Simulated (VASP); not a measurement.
Al2Pt: single point with PBEsol

Crystal: Al2Pt.

```
CELL_PARAMETERS angstrom
0.00000 2.82527 2.82527
2.82527 0.00000 2.82527
2.82527 2.82527 0.00000
ATOMIC_POSITIONS crystal
Al 0.25000 0.25000 0.25000
Al 0.75000 0.75000 0.75000
Pt 0.00000 0.00000 0.00000
```

This cell differs from its parent crystal: volume scaled by 0.88.

- Program: VASP 6.6.1
- Task: single point
- Functional: PBEsol
- Potentials or basis: VASP PAW PBE potentials, release 64 (Al, Pt)
- Cutoff: 520 eV
- k mesh: 12 × 12 × 12
- Occupations: gaussian, width 0.1 eV
- Spin: no spin polarisation
- Dipole correction: no
- Further INCAR settings: ALGO = Fast; EDIFF = 1e-07; NBANDS = 15

- Pressure: 23.5 GPa
- Band gap on the k mesh: zero (band 8 reaches 13.37 eV, above the bottom of band 9 at 7.62 eV)

Levels at points of the mesh, in eV from the Fermi level:
| k point | band 4 | band 5 | band 6 | band 7 | band 8 | band 9 | band 10 | band 11 | band 12 | band 13 |
| --- | --- | --- | --- | --- | --- | --- | --- | --- | --- | --- |
| (0.00, 0.00, 0.00) | -5.85 | -4.34 | -4.34 | 3.85 | 3.85 | 3.85 | 4.03 | 6.21 | 6.21 | 6.21 |
| (0.50, 0.00, 0.00) | -5.51 | -4.21 | -4.04 | -4.04 | 1.00 | 1.00 | 3.95 | 5.73 | 5.73 | 6.70 |
| (0.50, 0.50, 0.00) | -4.36 | -4.36 | -3.89 | -3.70 | -1.90 | -1.90 | 3.50 | 4.13 | 8.09 | 11.74 |

It took 36 s on 1 thread of AMD EPYC 9R45 (Zen 5), with other jobs on the host, peak memory 0.16 GiB.

Caveat: the PAW data sets were made with another functional, which shifts forces and pressure a little; spin-orbit coupling is left out, which moves the levels of the heavy elements.
